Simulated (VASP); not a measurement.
# CsPbCl3 (Pm-3m) in VASP: notebook

Aim: see how the results for CsPbCl3 move with the level of theory and the settings. Levels: r2SCAN, PBE. Tasks: single point, relaxation of cell and atoms.

Program: VASP 6.6.1. These are calculated values, not measurements. Logs are shortened: lines on timing, memory, paths and dates and some standing lists are left out, and cuts for length are marked.

**1. The cell of the first run**

The structure is cubic, space group Pm-3m (No. 221). Conventional cell: a = 5.670 Å, b = 5.670 Å, c = 5.670 Å, α = 90.00°, β = 90.00°, γ = 90.00°. Pb (site symmetry m-3m) has 6 Cl at 2.84 Å within 3.7 Å. Within 5.3 Å of Cs (site symmetry m-3m) lie 12 Cl at 4.01 Å and 8 Pb at 4.91 Å. Within 3.7 Å of Cl (site symmetry 4/mmm) lie 2 Pb at 2.84 Å.

**2. Single point, r2SCAN**

The input, POSCAR:

```
CsPbCl3
1.0
    5.6701297644      0.0000000000      0.0000000000
    0.0000000000      5.6701297644      0.0000000000
    0.0000000000      0.0000000000      5.6701297644
Pb Cs Cl
1 1 3
Direct
    0.5000000000      0.5000000000      0.5000000000
    0.0000000000      0.0000000000      0.0000000000
    0.5000000000      0.0000000000      0.5000000000
    0.0000000000      0.5000000000      0.5000000000
    0.5000000000      0.5000000000      0.0000000000
```

The input, INCAR.step1:

```
SYSTEM = CsPbCl3
  ALGO = Normal
  EDIFF = 1E-4
  ENCUT = 520
  GGA = PE
  ISMEAR = -1
  LASPH = .True.
  LCHARG = .False.
  LREAL = .False.
  LWAVE = .True.
  NBANDS = 30
  NELM = 60
  PREC = Accurate
  SIGMA = 0.05
```

The input, INCAR.step2:

```
SYSTEM = CsPbCl3
  ALGO = Normal
  EDIFF = 1E-7
  ENCUT = 520
  ISIF = 2
  ISMEAR = -1
  ISTART = 1
  LASPH = .True.
  LCHARG = .True.
  LELF = .True.
  LMIXTAU = .True.
  LREAL = .False.
  LVHAR = .True.
  LWAVE = .False.
  METAGGA = R2SCAN
  NBANDS = 30
  NELM = 60
  PREC = Accurate
  SIGMA = 0.05
```

The input, KPOINTS:

```
k-points
0
Gamma
  5 5 5
  0 0 0
```

Potentials or basis: VASP PAW PBE potentials, release 64 (Pb_d, Cs_sv, Cl).

Command:

```bash
$ cat potpaw_PBE.64/Pb_d/POTCAR potpaw_PBE.64/Cs_sv/POTCAR potpaw_PBE.64/Cl/POTCAR > POTCAR
$ cp INCAR.step1 INCAR
$ mpirun -np 1 vasp_std > vasp.out
$ cp INCAR.step2 INCAR
$ mpirun -np 1 vasp_std > vasp.out
```

OUTCAR:

```text
SYSTEM = CsPbCl3
   EDIFF = 1E-7
   ENCUT = 520
   ISIF = 2
   ISMEAR = -1
   ISTART = 1
   LASPH = .True.
   LREAL = .False.
   METAGGA = R2SCAN
   NELM = 60
   PREC = Accurate

 ion  position               nearest neighbor table
   1  0.500  0.500  0.500-   3 2.84   4 2.84   5 2.84   5 2.84   3 2.84   4 2.84
   2  0.000  0.000  0.000-
   3  0.500  0.000  0.500-   1 2.84   1 2.84
   4  0.000  0.500  0.500-   1 2.84   1 2.84
   5  0.500  0.500  0.000-   1 2.84   1 2.84

  LATTYP: Found a simple cubic cell.
 ALAT       =     5.6701297644

  Lattice vectors:

 A1 = (   5.6701297644,   0.0000000000,   0.0000000000)
 A2 = (   0.0000000000,   5.6701297644,   0.0000000000)
 A3 = (   0.0000000000,   0.0000000000,   5.6701297644)

Analysis of symmetry for initial positions (statically):
=====================================================================
 Subroutine PRICEL returns:
 Original cell was already a primitive cell.

 Routine SETGRP: Setting up the symmetry group for a
 simple cubic supercell.

 Subroutine GETGRP returns: Found 48 space group operations
 (whereof 48 operations were pure point group operations)
 out of a pool of 48 trial point group operations.

The static configuration has the point symmetry O_h .

Analysis of symmetry for dynamics (positions and initial velocities):
=====================================================================
 Subroutine PRICEL returns:
 Original cell was already a primitive cell.

 Routine SETGRP: Setting up the symmetry group for a
 simple cubic supercell.

 Subroutine GETGRP returns: Found 48 space group operations
 (whereof 48 operations were pure point group operations)
 out of a pool of 48 trial point group operations.

The dynamic configuration has the point symmetry O_h .

 Subroutine INISYM returns: Found 48 space group operations
 (whereof 48 operations are pure point group operations),
 and found     1 'primitive' translations

----------------------------------------------------------------------------------------

                                     Primitive cell

  volume of cell :     182.2968

  direct lattice vectors                    reciprocal lattice vectors
     5.670129764  0.000000000  0.000000000     0.176362807  0.000000000  0.000000000
     0.000000000  5.670129764  0.000000000     0.000000000  0.176362807  0.000000000
     0.000000000  0.000000000  5.670129764     0.000000000  0.000000000  0.176362807

  length of vectors
     5.670129764  5.670129764  5.670129764     0.176362807  0.176362807  0.176362807

  position of ions in fractional coordinates (direct lattice)
     0.500000000  0.500000000  0.500000000
     0.000000000  0.000000000  0.000000000
     0.500000000  0.000000000  0.500000000
     0.000000000  0.500000000  0.500000000
     0.500000000  0.500000000  0.000000000

  ion indices of the primitive-cell ions
   primitive index   ion index
                 1           1
                 2           2
                 3           3
                 4           4
                 5           5

----------------------------------------------------------------------------------------

 KPOINTS: k-points

Automatic generation of k-mesh.
 Grid dimensions read from file:
 generate k-points for:    5    5    5

 Generating k-lattice:

  Cartesian coordinates                     Fractional coordinates (reciprocal lattice)
     0.035272561  0.000000000  0.000000000     0.200000000  0.000000000  0.000000000
     0.000000000  0.035272561  0.000000000     0.000000000  0.200000000  0.000000000
     0.000000000  0.000000000  0.035272561     0.000000000  0.000000000  0.200000000

  Length of vectors
     0.035272561  0.035272561  0.035272561

  Shift w.r.t. Gamma in fractional coordinates (k-lattice)
     0.000000000  0.000000000  0.000000000

 Subroutine IBZKPT returns following result:
 ===========================================

 Found     10 irreducible k-points:

 Following reciprocal coordinates:
            Coordinates               Weight
  0.000000  0.000000  0.000000      1.000000
  0.200000  0.000000  0.000000      6.000000
  0.400000  0.000000  0.000000      6.000000
  0.200000  0.200000  0.000000     12.000000
  0.400000  0.200000  0.000000     24.000000
  0.400000  0.400000  0.000000     12.000000
  0.200000  0.200000  0.200000      8.000000
  0.400000  0.200000  0.200000     24.000000
  0.400000  0.400000  0.200000     24.000000
  0.400000  0.400000  0.400000      8.000000
   k-points           NKPTS =     10   k-points in BZ     NKDIM =     10   number of bands    NBANDS=     30
   number of dos      NEDOS =    301   number of ions     NIONS =      5
   total plane-waves  NPLWV =  74088
   dimension x,y,z NGX =    42 NGY =   42 NGZ =   42
   dimension x,y,z NGXF=    84 NGYF=   84 NGZF=   84
   ions per type =               1   1   3
   NGX,Y,Z   is equivalent  to a cutoff of  12.31, 12.31, 12.31 a.u.
   NGXF,Y,Z  is equivalent  to a cutoff of  24.63, 24.63, 24.63 a.u.
 SYSTEM =  CsPbCl3
   PREC   = accura    normal or accurate (medium, high low for compatibility)
   ISTART =      1    job   : 0-new  1-cont  2-samecut
   ICHARG =      0    charge: 1-file 2-atom 10-const
   ISPIN  =      1    spin polarized calculation?
   LNONCOLLINEAR =      F non collinear calculations
   LSORBIT =      F    spin-orbit coupling
   LASPH  =      T    aspherical Exc in radial PAW
   ENCUT  =  520.0 eV  38.22 Ry    6.18 a.u.  10.54 10.54 10.54*2*pi/ulx,y,z
   NELM   =     60;   NELMIN=  2; NELMDL=  0     # of ELM steps
   EDIFF  = 0.1E-06   stopping-criterion for ELM
   LREAL  =      F    real-space projection
   EDIFFG = 0.1E-05   stopping-criterion for IOM
   NSW    =      0    number of steps for IOM
   IBRION =     -1    ionic relax: 0-MD 1-quasi-New 2-CG
   NFREE  =      0    steps in history (QN), initial steepest desc. (CG)
   ISIF   =      2    stress and relaxation
   ISYM   =      2    0-nonsym 1-usesym 2-fastsym
   POTIM  = 0.5000    time-step for ionic-motion
   TEBEG  =    0.0;   TEEND  =   0.0 temperature during run
   PSTRESS=    0.0 pullay stress
   NELECT =      44.0000    total number of electrons
   NUPDOWN=      -1.0000    fix difference up-down
   EMIN   =  10.00;   EMAX   =-10.00  energy-range for DOS
   EFERMI =   0.00;   METHOD = LEGACY
   ISMEAR =    -1;   SIGMA  =   0.05  broadening in eV -4-tet -1-fermi 0-gaus
   EFERMI_NEDOS =   21; number of points for ismear=-14 and -15
   IALGO  =     38    algorithm
   IMIX   =      4    mixing-type and parameters
     AMIX     =   0.40;   BMIX     =  1.00
     AMIX_MAG =   1.60;   BMIX_MAG =  1.00
  volume/ion in A,a.u.               =      36.46       246.04
  Fermi-wavevector in a.u.,A,eV,Ry     =   1.019294  1.926186 14.135908  1.038960
  Thomas-Fermi vector in A             =   2.152800
   LORBIT       =      0    0 simple, 1 ext, 2 COOP (PROOUT), +10 PAW based schemes
   METAGGA = R2SCAN    functional components
   LHFCALC =     F    Hartree Fock is set to
   AEXX    =    0.0000 exact exchange contribution
   IVDW    =     0    specifies the selected vdW correction
   LEPSILON=     F    determine dielectric tensor
   LRPA    =     F    only Hartree local field effects (RPA)
 non-spin polarized calculation
  energy-cutoff  :      520.00
  volume of cell :      182.30
 maximum number of plane-waves:      4945
 NGX is ok and might be reduce to    42
   NGX = 21   NGY = 21   NGZ = 21

 number of electron      44.0000021 magnetization

 Free energy of the ion-electron system (eV)
  ---------------------------------------------------
  ext. energy  EPLUGINS =         0.00000000
  ---------------------------------------------------
  free energy    TOTEN  =      -108.19279469 eV

  energy without entropy =     -108.19279469  energy(sigma->0) =     -108.19279469

 E-fermi :   1.7198     XC(G=0):  -8.0944

 val. band max:        0.6032765645   @ k =   0.4000   0.4000   0.4000
 cond. band min:       4.0044970257   @ k =   0.4000   0.4000   0.4000
 fundamental gap:      3.4012204612
 Fermi energy:         1.7197797618

 k-point     1 :       0.0000    0.0000    0.0000
  band No.  band energies     occupation
      1     -20.6866      2.00000
      2     -16.1000      2.00000
      3     -16.1000      2.00000
      4     -15.8702      2.00000
      5     -15.8702      2.00000
      6     -15.8702      2.00000
[... 22 lines left out ...]
     29       7.7463      0.00000
     30       7.7463      0.00000

 k-point     2 :       0.2000    0.0000    0.0000
  band No.  band energies     occupation
      1     -20.6859      2.00000
      2     -16.1000      2.00000
      3     -16.0654      2.00000
      4     -15.8706      2.00000
      5     -15.8706      2.00000
      6     -15.8702      2.00000
[... 22 lines left out ...]
     29       7.1477      0.00000
     30       7.8927      0.00000

 k-point     3 :       0.4000    0.0000    0.0000
  band No.  band energies     occupation
      1     -20.6848      2.00000
      2     -16.0998      2.00000
      3     -16.0073      2.00000
      4     -15.8714      2.00000
      5     -15.8714      2.00000
      6     -15.8702      2.00000
[... 22 lines left out ...]
     29       7.4706      0.00000
     30       8.5010      0.00000

 k-point     4 :       0.2000    0.2000    0.0000
  band No.  band energies     occupation
      1     -20.6852      2.00000
      2     -16.0831      2.00000
      3     -16.0464      2.00000
      4     -15.8711      2.00000
      5     -15.8706      2.00000
      6     -15.8706      2.00000
[... 154 lines left out ...]
     29       7.9123      0.00000
     30       8.1523      0.00000

 k-point     9 :       0.4000    0.4000    0.2000
  band No.  band energies     occupation
      1     -20.6828      2.00000
      2     -16.0165      2.00000
      3     -15.9467      2.00000
      4     -15.8725      2.00000
      5     -15.8718      2.00000
      6     -15.8718      2.00000
[... 22 lines left out ...]
     29       7.8674      0.00000
     30       7.9675      0.00000

 k-point    10 :       0.4000    0.4000    0.4000
  band No.  band energies     occupation
      1     -20.6820      2.00000
      2     -15.9467      2.00000
      3     -15.9467      2.00000
      4     -15.8725      2.00000
      5     -15.8725      2.00000
      6     -15.8725      2.00000
[... 22 lines left out ...]
     29       7.5079      0.00000
     30       8.3636      0.00000

------------------------ aborting loop because EDIFF is reached ----------------------------------------

  FORCE on cell =-STRESS in cart. coord.  units (eV):
  Direction    XX          YY          ZZ          XY          YZ          ZX
  --------------------------------------------------------------------------------------
  -------------------------------------------------------------------------------------
  Total       -0.0191622     -0.0191622     -0.0191622     -0.0000000     -0.0000000      0.0000000
  in kB       -0.1684131     -0.1684131     -0.1684131     -0.0000000     -0.0000000      0.0000000
  external PRESSURE =      -0.1684131 kB  Pullay stress =       0.0000000 kB

 VOLUME and BASIS-vectors are now :
 -----------------------------------------------------------------------------
  energy-cutoff  :      520.00
  volume of cell :      182.30
      direct lattice vectors                 reciprocal lattice vectors
     5.670129764  0.000000000  0.000000000     0.176362807  0.000000000  0.000000000
     0.000000000  5.670129764  0.000000000     0.000000000  0.176362807  0.000000000
     0.000000000  0.000000000  5.670129764     0.000000000  0.000000000  0.176362807

 POSITION                                       TOTAL-FORCE (eV/Angst)
 -----------------------------------------------------------------------------------
      2.83506      2.83506      2.83506         0.000000      0.000000      0.000000
      0.00000      0.00000      0.00000         0.000000      0.000000      0.000000
      2.83506      0.00000      2.83506         0.000000      0.000000      0.000000
      0.00000      2.83506      2.83506         0.000000      0.000000      0.000000
      2.83506      2.83506      0.00000         0.000000      0.000000      0.000000
 -----------------------------------------------------------------------------------
    total drift:                                0.000000     -0.000000     -0.000000

  FREE ENERGIE OF THE ION-ELECTRON SYSTEM (eV)
  ---------------------------------------------------
  free  energy   TOTEN  =      -108.1927946926 eV

  energy  without entropy=     -108.1927946926  energy(sigma->0) =     -108.19279469
```

Run time: 1.7 min. Hardware: 1 thread of Intel Xeon 6975P-C (Granite Rapids), shared host; peak memory 0.31 GiB.

Results:

- Free energy: -108.1928 eV
- Pressure: 0.0 GPa
- Band gap on the k mesh: 3.40 eV

Caveat: the PAW data sets were made with another functional, which shifts forces and pressure a little; spin-orbit coupling is left out, which moves the levels of the heavy elements; an odd mesh through Γ misses points on the zone boundary, where band edges can lie. r2SCAN opens gaps a little over a GGA but as a rule still falls short of measured ones.

**3. Relaxation of cell and atoms, PBE**

This run uses another cell than the first one, of 35.22 Å³/atom.

The input, INCAR:

```
SYSTEM = CsPbCl3
PREC = Accurate
ENCUT = 600
EDIFF = 1E-6
ISMEAR = -1
SIGMA = 0.05
LREAL = .FALSE.
LASPH = .TRUE.
NELM = 80
ALGO = Normal
ISIF = 3
LWAVE = .FALSE.
LCHARG = .FALSE.
GGA = PE
IBRION = 2
NSW = 60
EDIFFG = -0.01
```

The input, KPOINTS:

```
regular mesh
0
G
  5 5 5
  0 0 0
```

Changes to POSCAR since step 2:

```diff
@@ -2,5 +2,5 @@
 1.0
-    5.6701297644      0.0000000000      0.0000000000
-    0.0000000000      5.6701297644      0.0000000000
-    0.0000000000      0.0000000000      5.6701297644
+    5.6050000000      0.0000000000      0.0000000000
+    0.0000000000      5.6050000000      0.0000000000
+    0.0000000000      0.0000000000      5.6050000000
 Pb Cs Cl
```

Potentials or basis: VASP PAW PBE potentials, release 64 (Pb_d, Cs_sv, Cl).

Command:

```bash
$ cat potpaw_PBE.64/Pb_d/POTCAR potpaw_PBE.64/Cs_sv/POTCAR potpaw_PBE.64/Cl/POTCAR > POTCAR
$ mpirun -np 1 vasp_std > vasp.out
```

It took 62 s on 1 thread of Intel Xeon 6975P-C (Granite Rapids), shared host; peak memory 0.36 GiB.

Results (log left out):

```yaml
Free_energy: -17.5701 eV
Relaxed_volume: 37.68 Å³/atom
Relaxed_cell: a = 5.733 Å, b = 5.733 Å, c = 5.733 Å, α = 90.00°, β = 90.00°, γ = 90.00°
Space_group_after_relaxing_to_0.1_Å: Pm-3m (No. 221)
Energy_gained_by_relaxing: 12.4 meV/atom
Ionic_steps: 3
Pressure_after_relaxing: 0.0 GPa
Band_gap_on_the_k_mesh: 3.10 eV
```

Step by step:
```tsv
step	energy change (eV)	largest force (eV/Å)	pressure (GPa)	volume (Å³)
1	0.0000	0.0000	1.72	176.09
2	-0.0596	0.0000	0.29	185.91
3	-0.0618	0.0000	-0.02	188.41
```

Final structure:
```cif
data_structure
_symmetry_space_group_name_H-M 'P 1'
_symmetry_Int_Tables_number 1
_cell_length_a 5.7328
_cell_length_b 5.7328
_cell_length_c 5.7328
_cell_angle_alpha 90.000
_cell_angle_beta 90.000
_cell_angle_gamma 90.000
_cell_volume 188.41
loop_
_atom_site_label
_atom_site_type_symbol
_atom_site_fract_x
_atom_site_fract_y
_atom_site_fract_z
_atom_site_occupancy
Pb1 Pb 0.50000 0.50000 0.50000 1
Cs1 Cs 0.00000 0.00000 0.00000 1
Cl1 Cl 0.50000 0.00000 0.50000 1
Cl2 Cl 0.00000 0.50000 0.50000 1
Cl3 Cl 0.50000 0.50000 0.00000 1
```

Levels at points of the mesh, in eV from the valence-band top:
| k point | band 19 | band 20 | band 21 | band 22 | band 23 | band 24 | band 25 | band 26 |
| --- | --- | --- | --- | --- | --- | --- | --- | --- |
| (0.00, 0.00, 0.00) | -1.63 | -1.55 | -1.55 | -1.55 | 4.17 | 5.25 | 5.25 | 6.13 |

Caveat: spin-orbit coupling is left out, which moves the levels of the heavy elements; an odd mesh through Γ misses points on the zone boundary, where band edges can lie. PBE usually gives volumes a little too large and moduli too small.
